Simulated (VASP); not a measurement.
# MgO (Periclase) (P1) in VASP: notebook

Runs on MgO (Periclase). Level: LDA. Tasks: single point.

Everything below comes from runs of VASP 6.6.1. Logs are shortened: lines on timing, memory, paths and dates and some standing lists are left out, and cuts for length are marked.

### 1 The cell of the first run

The typed cell holds 2 atoms: a = 2.979 Å, b = 2.950 Å, c = 2.971 Å, α = 60.76°, β = 59.35°, γ = 60.88°.

### 2 Single point, LDA

Input file INCAR:

```
ALGO     = Normal         # electronic algorithm
EDIFF    = 1E-7           # SCF threshold, eV
ENCUT    = 520            # plane-wave cutoff, eV
ISIF     = 2              # what is computed and relaxed
ISMEAR   = 0              # smearing method
LASPH    = True           # aspherical terms in the spheres
LCHARG   = False          # write CHGCAR
LREAL    = False          # projectors in reciprocal space
LWAVE    = False          # write WAVECAR
NBANDS   = 11             # bands
NELM     = 80             # most SCF steps
PREC     = Accurate       # precision mode
SIGMA    = 0.01           # smearing width, eV
```

Input file KPOINTS:

```
k-points
0
Gamma
  6 6 6
```

Input file POSCAR:

```
MgO
1.0
   -0.0103800000      2.1340300000      2.0785000000
    2.0860000000     -0.0171000000      2.0852200000
    2.0729500000      2.1276900000     -0.0040400000
Mg O
1 1
Direct
    0.9960300000      0.0476900000      0.9449100000
    0.5139600000      0.5606200000      0.4707200000
```

Potentials or basis: VASP PAW LDA potentials, release 64 (Mg, O).

On the command line:

```
$ cat potpaw_LDA.64/Mg/POTCAR potpaw_LDA.64/O/POTCAR > POTCAR
$ mpirun -np 1 vasp_std > vasp.out
```

OUTCAR:

```text
EDIFF = 1E-7
   ENCUT = 520
   ISIF = 2
   ISMEAR = 0
   LASPH = True
   LREAL = False
   NELM = 80
   PREC = Accurate

 ion  position               nearest neighbor table
   1  0.996  0.048  0.945-   2 2.01   2 2.02   2 2.05   2 2.15   2 2.17   2 2.23
   2  0.514  0.561  0.471-   1 2.01   1 2.02   1 2.05   1 2.15   1 2.17   1 2.23

  LATTYP: Found a triclinic cell.
 ALAT       =     2.9705559682
 B/A-ratio  =     0.9916398929
 C/A-ratio  =     0.9929277886
 COS(alpha) =     0.0003891025
 COS(beta)  =     0.4884119474
 COS(gamma) =     0.4929543006

  Lattice vectors:

 A1 = (  -2.0729500000,  -2.1276900000,   0.0040400000)
 A2 = (  -2.0833300000,   0.0063400000,   2.0825400000)
 A3 = (  -2.0860000000,   0.0171000000,  -2.0852200000)

Analysis of symmetry for initial positions (statically):
=====================================================================
 Subroutine PRICEL returns:
 Original cell was already a primitive cell.

 Routine SETGRP: Setting up the symmetry group for a
 triclinic supercell.

 Subroutine GETGRP returns: Found  1 space group operations
 (whereof  1 operations were pure point group operations)
 out of a pool of  2 trial point group operations.

The static configuration has the point symmetry C_1 .

Analysis of symmetry for dynamics (positions and initial velocities):
=====================================================================
 Subroutine PRICEL returns:
 Original cell was already a primitive cell.

 Routine SETGRP: Setting up the symmetry group for a
 triclinic supercell.

 Subroutine GETGRP returns: Found  1 space group operations
 (whereof  1 operations were pure point group operations)
 out of a pool of  2 trial point group operations.

The dynamic configuration has the point symmetry C_1 .

 Subroutine INISYM returns: Found  1 space group operations
 (whereof  1 operations are pure point group operations),
 and found     1 'primitive' translations

----------------------------------------------------------------------------------------

                                     Primitive cell

  volume of cell :      18.5873

  direct lattice vectors                    reciprocal lattice vectors
    -0.010380000  2.134030000  2.078500000    -0.238691434  0.233007535  0.240691515
     2.086000000 -0.017100000  2.085220000     0.238389749 -0.231802433  0.239185871
     2.072950000  2.127690000 -0.004040000     0.241318588  0.234428469 -0.239486408

  length of vectors
     2.978985404  2.949547568  2.970555968     0.411337474  0.409599709  0.412971073
[... 85 lines left out ...]
   IBRION =     -1    ionic relax: 0-MD 1-quasi-New 2-CG
   NFREE  =      0    steps in history (QN), initial steepest desc. (CG)
   ISIF   =      2    stress and relaxation
   ISYM   =      2    0-nonsym 1-usesym 2-fastsym
   POTIM  = 0.5000    time-step for ionic-motion
   TEBEG  =    0.0;   TEEND  =   0.0 temperature during run
   PSTRESS=    0.0 pullay stress
   NELECT =       8.0000    total number of electrons
   NUPDOWN=      -1.0000    fix difference up-down
   EMIN   =  10.00;   EMAX   =-10.00  energy-range for DOS
   EFERMI =   0.00;   METHOD = LEGACY
   ISMEAR =     0;   SIGMA  =   0.01  broadening in eV -4-tet -1-fermi 0-gaus
   EFERMI_NEDOS =   21; number of points for ismear=-14 and -15
   IALGO  =     38    algorithm
   IMIX   =      4    mixing-type and parameters
     AMIX     =   0.40;   BMIX     =  1.00
     AMIX_MAG =   1.60;   BMIX_MAG =  1.00
  volume/ion in A,a.u.               =       9.29        62.72
  Fermi-wavevector in a.u.,A,eV,Ry     =   1.236040  2.335777 20.786920  1.527796
  Thomas-Fermi vector in A             =   2.370665
   LORBIT       =      0    0 simple, 1 ext, 2 COOP (PROOUT), +10 PAW based schemes
   GGA     = CA    functional components
   LHFCALC =     F    Hartree Fock is set to
   AEXX    =    0.0000 exact exchange contribution
   IVDW    =     0    specifies the selected vdW correction
   LEPSILON=     F    determine dielectric tensor
   LRPA    =     F    only Hartree local field effects (RPA)
 non-spin polarized calculation
 Gauss-broadening in eV      SIGMA  =   0.01
  energy-cutoff  :      520.00
  volume of cell :       18.59
 maximum number of plane-waves:       531
 NGX is ok and might be reduce to    24
   NGX = 11   NGY = 11   NGZ = 11

 number of electron       8.0000000 magnetization

 Free energy of the ion-electron system (eV)
  ---------------------------------------------------
  ext. energy  EPLUGINS =         0.00000000
  ---------------------------------------------------
  free energy    TOTEN  =       -13.37488337 eV

  energy without entropy =      -13.37488337  energy(sigma->0) =      -13.37488337

 E-fermi :   3.1010     XC(G=0): -11.6085

 val. band max:        2.9661160729   @ k =   0.0000   0.0000   0.0000
 cond. band min:       7.5943382296   @ k =   0.0000   0.0000   0.0000
 fundamental gap:      4.6282221567
 Fermi energy:         3.1009533004

 k-point     1 :       0.0000    0.0000    0.0000
  band No.  band energies     occupation
      1     -14.1188      2.00000
      2       2.8371      2.00000
      3       2.8746      2.00000
      4       2.9661      2.00000
      5       7.5943      0.00000
      6      18.2226      0.00000
      7      18.6272      0.00000
      8      18.7784      0.00000
      9      22.4723      0.00000
     10      23.7990      0.00000
     11      24.6131      0.00000
[... 309 lines left out ...]
 k-point    24 :       0.5000    0.0000    0.1667
  band No.  band energies     occupation
      1     -12.7177      2.00000
      2      -1.3378      2.00000
      3       1.4076      2.00000
      4       2.1081      2.00000
      5      11.7848      0.00000
      6      14.8822      0.00000
      7      16.7291      0.00000
      8      20.0371      0.00000
      9      22.7975      0.00000
     10      26.2036      0.00000
     11      26.8570      0.00000

 [... further k-points ...]
[... 5 lines left out ...]
  --------------------------------------------------------------------------------------
  -------------------------------------------------------------------------------------
  Total       -0.3726369     -0.8872809     -0.4688790      0.1393677      0.0499415     -0.0660281
  in kB      -32.1203162    -76.4812651    -40.4161327     12.0131295      4.3048258     -5.6914512
  external PRESSURE =     -49.6725713 kB  Pullay stress =       0.0000000 kB

 VOLUME and BASIS-vectors are now :
 -----------------------------------------------------------------------------
  energy-cutoff  :      520.00
  volume of cell :       18.59
      direct lattice vectors                 reciprocal lattice vectors
    -0.010380000  2.134030000  2.078500000    -0.238691434  0.233007535  0.240691515
     2.086000000 -0.017100000  2.085220000     0.238389749 -0.231802433  0.239185871
     2.072950000  2.127690000 -0.004040000     0.241318588  0.234428469 -0.239486408

 POSITION                                       TOTAL-FORCE (eV/Angst)
 -----------------------------------------------------------------------------------
      2.04789      4.13522      2.16588         0.479637      0.348255      0.376199
      2.13990      2.08877      2.23538        -0.479637     -0.348255     -0.376199
 -----------------------------------------------------------------------------------
    total drift:                                0.000039     -0.000064      0.000043

  FREE ENERGIE OF THE ION-ELECTRON SYSTEM (eV)
  ---------------------------------------------------
  free  energy   TOTEN  =       -13.3748833746 eV

  energy  without entropy=      -13.3748833746  energy(sigma->0) =      -13.37488337
```

stdout:

```text
POSCAR found type information on POSCAR MgO
 POSCAR found :  2 types and       2 ions
 scaLAPACK will be used
 LDA part: xc-table for (Slater(with rela. corr.)+CA(PZ))
 , standard interpolation
 POSCAR, INCAR and KPOINTS ok, starting setup
 FFT: planning ... GRIDC
 FFT: planning ... GRID_SOFT
 FFT: planning ... GRID
 WAVECAR not read
 entering main loop
```

Run time: 28 s. Hardware: 1 thread of AMD EPYC 7R43 (Zen 3), shared host; peak memory 0.11 GiB.

What came out:

```
Free energy            : -13.3749 eV
Pressure               : -5.0 GPa
Largest force          : 0.702 eV/Å
Band gap on the k mesh : 4.63 eV, direct
```

Forces on the atoms (eV/Å):
```
Mg   0.480  0.348  0.376
O   -0.480 -0.348 -0.376
```

Caveat: the k points lie up to 0.43 Å⁻¹ apart.

### 3 Single point, LDA

Input file INCAR:

```
ALGO = Normal ; EDIFF = 1E-7
ENCUT = 520 ; GGA = CA
ISIF = 2 ; ISMEAR = 0
LASPH = T ; LCHARG = F
LREAL = F ; LWAVE = F
NBANDS = 11 ; NELM = 100
PREC = Accurate ; SIGMA = 0.01
```

KPOINTS is that of step 2.

Edit POSCAR of step 2 so:

```diff
@@ -9,2 +9,2 @@
     0.9960300000      0.0476900000      0.9449100000
-    0.5139600000      0.5606200000      0.4707200000
+    0.5151634576      0.5618159294      0.4695225680
```

Potentials or basis: VASP PAW LDA potentials, release 64 (Mg, O).

On the command line:

```
$ cat potpaw_LDA.64/Mg/POTCAR potpaw_LDA.64/O/POTCAR > POTCAR
$ mpirun -np 1 vasp_std > vasp.out
```

It took 29 s on 1 thread of AMD EPYC 7R43 (Zen 3), shared host; peak memory 0.11 GiB.

Results (log left out):

```
Free energy            : -13.3729 eV
Pressure               : -4.9 GPa
Largest force          : 0.718 eV/Å
Band gap on the k mesh : 4.63 eV, direct
```

Forces on the atoms (eV/Å):
```
Mg   0.478  0.347  0.407
O   -0.478 -0.347 -0.407
```

Stress tensor (GPa, compression positive):
```
-3.23  1.20 -0.60
 1.20 -7.66  0.40
-0.60  0.40 -3.80
```

Levels at points of the mesh, in eV from the valence-band top:
```
           k point  band 2  band 3  band 4  band 5  band 6  band 7
(0.00, 0.00, 0.00)   -0.13   -0.09    0.00    4.63   15.26   15.66
(0.50, 0.00, 0.00)   -4.78   -0.76   -0.65    7.71   12.26   15.75
(0.00, 0.50, 0.00)   -4.80   -0.69   -0.67    7.75   12.17   16.01
(0.50, 0.50, 0.00)   -4.18   -1.59   -1.37    8.80    9.59   13.02
(0.00, 0.00, 0.50)   -4.76   -0.80   -0.67    7.67   12.33   15.63
(0.50, 0.00, 0.50)   -4.28   -1.36   -1.36    9.06    9.62   12.69
(0.00, 0.50, 0.50)   -4.18   -1.57   -1.38    8.81    9.57   13.02
(0.50, 0.50, 0.50)   -4.74   -0.84   -0.73    7.70   12.45   15.58
```

Caveat: the k points lie up to 0.43 Å⁻¹ apart. A hybrid or GW would open this gap; LDA tends to underestimate it.

### 4 Single point, LDA

Input file INCAR:

```
ALGO = Normal
EDIFF = 1E-6
ENCUT = 520
GGA = CA
ISIF = 2
ISMEAR = 0
LASPH = True
LCHARG = False
LREAL = False
LWAVE = False
NBANDS = 11
NELM = 100
PREC = Accurate
SIGMA = 0.01
```

KPOINTS is that of step 3.

Edit POSCAR of step 3 so:

```diff
@@ -9,2 +9,2 @@
     0.9960300000      0.0476900000      0.9449100000
-    0.5151634576      0.5618159294      0.4695225680
+    0.5127565424      0.5594240706      0.4719174320
```

Potentials or basis: VASP PAW LDA potentials, release 64 (Mg, O).

On the command line:

```
$ cat potpaw_LDA.64/Mg/POTCAR potpaw_LDA.64/O/POTCAR > POTCAR
$ mpirun -np 1 vasp_std > vasp.out
```

OUTCAR:

```text
EDIFF = 1E-6
   ENCUT = 520
   GGA = CA
   ISIF = 2
   ISMEAR = 0
   LASPH = True
   LREAL = False
   NELM = 100
   PREC = Accurate

 ion  position               nearest neighbor table
   1  0.996  0.048  0.945-   2 2.01   2 2.03   2 2.05   2 2.15   2 2.17   2 2.23
   2  0.513  0.559  0.472-   1 2.01   1 2.03   1 2.05   1 2.15   1 2.17   1 2.23

  LATTYP: Found a triclinic cell.
 ALAT       =     2.9705559682
 B/A-ratio  =     0.9916398929
 C/A-ratio  =     0.9929277886
 COS(alpha) =     0.0003891025
 COS(beta)  =     0.4884119474
 COS(gamma) =     0.4929543006

  Lattice vectors:

 A1 = (  -2.0729500000,  -2.1276900000,   0.0040400000)
 A2 = (  -2.0833300000,   0.0063400000,   2.0825400000)
 A3 = (  -2.0860000000,   0.0171000000,  -2.0852200000)

Analysis of symmetry for initial positions (statically):
=====================================================================
 Subroutine PRICEL returns:
 Original cell was already a primitive cell.

 Routine SETGRP: Setting up the symmetry group for a
 triclinic supercell.

 Subroutine GETGRP returns: Found  1 space group operations
 (whereof  1 operations were pure point group operations)
[... 169 lines left out ...]
 fundamental gap:      4.6291217612
 Fermi energy:         3.1044433229

 k-point     1 :       0.0000    0.0000    0.0000
  band No.  band energies     occupation
      1     -14.1187      2.00000
      2       2.8375      2.00000
      3       2.8762      2.00000
      4       2.9660      2.00000
      5       7.5952      0.00000
      6      18.2207      0.00000
      7      18.6283      0.00000
      8      18.7730      0.00000
      9      22.4738      0.00000
     10      23.7989      0.00000
     11      24.6122      0.00000
[... 309 lines left out ...]
 k-point    24 :       0.5000    0.0000    0.1667
  band No.  band energies     occupation
      1     -12.7174      2.00000
      2      -1.3378      2.00000
      3       1.4083      2.00000
      4       2.1072      2.00000
      5      11.7853      0.00000
      6      14.8832      0.00000
      7      16.7352      0.00000
      8      20.0274      0.00000
      9      22.7992      0.00000
     10      26.2026      0.00000
     11      26.8554      0.00000

 [... further k-points ...]
[... 5 lines left out ...]
  --------------------------------------------------------------------------------------
  -------------------------------------------------------------------------------------
  Total       -0.3696446     -0.8849035     -0.4937263      0.1393065      0.0529394     -0.0627156
  in kB      -31.8623856    -76.2763460    -42.5579059     12.0078532      4.5632323     -5.4059195
  external PRESSURE =     -50.2322125 kB  Pullay stress =       0.0000000 kB

 VOLUME and BASIS-vectors are now :
 -----------------------------------------------------------------------------
  energy-cutoff  :      520.00
  volume of cell :       18.59
      direct lattice vectors                 reciprocal lattice vectors
    -0.010380000  2.134030000  2.078500000    -0.238691434  0.233007535  0.240691515
     2.086000000 -0.017100000  2.085220000     0.238389749 -0.231802433  0.239185871
     2.072950000  2.127690000 -0.004040000     0.241318588  0.234428469 -0.239486408

 POSITION                                       TOTAL-FORCE (eV/Angst)
 -----------------------------------------------------------------------------------
      2.04789      4.13522      2.16588         0.480790      0.349476      0.345268
      2.13990      2.08877      2.23038        -0.480790     -0.349476     -0.345268
 -----------------------------------------------------------------------------------
    total drift:                                0.000115     -0.000051      0.000071

  FREE ENERGIE OF THE ION-ELECTRON SYSTEM (eV)
  ---------------------------------------------------
  free  energy   TOTEN  =       -13.3766867569 eV

  energy  without entropy=      -13.3766867569  energy(sigma->0) =      -13.37668676
```

stdout:

```text
POSCAR found type information on POSCAR MgO
 POSCAR found :  2 types and       2 ions
 scaLAPACK will be used
 LDA part: xc-table for (Slater(with rela. corr.)+CA(PZ))
 , standard interpolation
 POSCAR, INCAR and KPOINTS ok, starting setup
 FFT: planning ... GRIDC
 FFT: planning ... GRID_SOFT
 FFT: planning ... GRID
 WAVECAR not read
 entering main loop
```

Run time: 27 s. Hardware: 1 thread of AMD EPYC 7R43 (Zen 3), shared host; peak memory 0.11 GiB.

Results:

- Free energy: -13.3767 eV
- Pressure: -5.0 GPa
- Largest force: 0.687 eV/Å
- Band gap on the k mesh: 4.63 eV, direct

Forces in eV/Å, atoms in the order of the input:
```
Mg   0.481  0.349  0.345
O   -0.481 -0.349 -0.345
```

Caveat: the k points lie up to 0.43 Å⁻¹ apart. A hybrid or GW would open this gap; LDA tends to underestimate it.

[end of part 1 of 2]
